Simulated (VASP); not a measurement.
Write the native input for VASP 6.6.1 that does the following.

| Item | Value |
| --- | --- |
| Task | relaxation of cell and atoms |
| Functional | PBEsol |
| Potentials or basis | VASP PAW PBE potentials, release 64 (Sc_sv, Pt) |
| Cutoff | 600 eV |
| k mesh | 14 × 14 × 14 |
| Occupations | fermi-dirac, width 0.1 eV |
| Spin | no spin polarisation |
| Dipole correction | no |
| Further INCAR settings | ALGO = Normal; EDIFF = 1e-07; IBRION = 2; EDIFFG = -0.002; NSW = 100; ISIF = 3 |

The structure of ScPt lies in POSCAR:

```
ScPt
1.0
    3.2700000000      0.0000000000      0.0000000000
    0.0000000000      3.2700000000      0.0000000000
    0.0000000000      0.0000000000      3.2700000000
Sc Pt
1 1
Direct
    0.5000000000      0.5000000000      0.5000000000
    0.0000000000      0.0000000000      0.0000000000
```

One way to write it, as run:

INCAR

```
PREC = Accurate
ENCUT = 600
EDIFF = 1E-7
ISMEAR = -1
SIGMA = 0.1
LREAL = F
LASPH = T
NELM = 100
ALGO = Normal
ISIF = 3
LWAVE = F
LCHARG = F
GGA = PS
IBRION = 2
NSW = 100
EDIFFG = -0.002
```

KPOINTS

```
Automatic mesh
0
Gamma
  14 14 14
```

Potentials or basis: VASP PAW PBE potentials, release 64 (Sc_sv, Pt).

Launch:

```bash
$ cat potpaw_PBE.64/Sc_sv/POTCAR potpaw_PBE.64/Pt/POTCAR > POTCAR
$ mpirun -np 1 vasp_std > vasp.out
```

Results of the run:

| Property | Result |
| --- | --- |
| Relaxed volume | 17.35 Å³/atom |
| Relaxed cell | a = 3.262 Å, b = 3.262 Å, c = 3.262 Å, α = 90.00°, β = 90.00°, γ = 90.00° |
| Space group after relaxing (to 0.05 Å) | Pm-3m (No. 221) |
| Energy gained by relaxing | 0.5 meV/atom |
| Ionic steps | 3 |
| Pressure after relaxing | 0.0 GPa |

Caveat: the PAW data sets were made with another functional, which shifts forces and pressure a little.

It took 65 s on 1 thread of Intel(R) Xeon(R) 6975P-C (Granite Rapids), with other jobs on the host, peak memory 0.23 GiB.
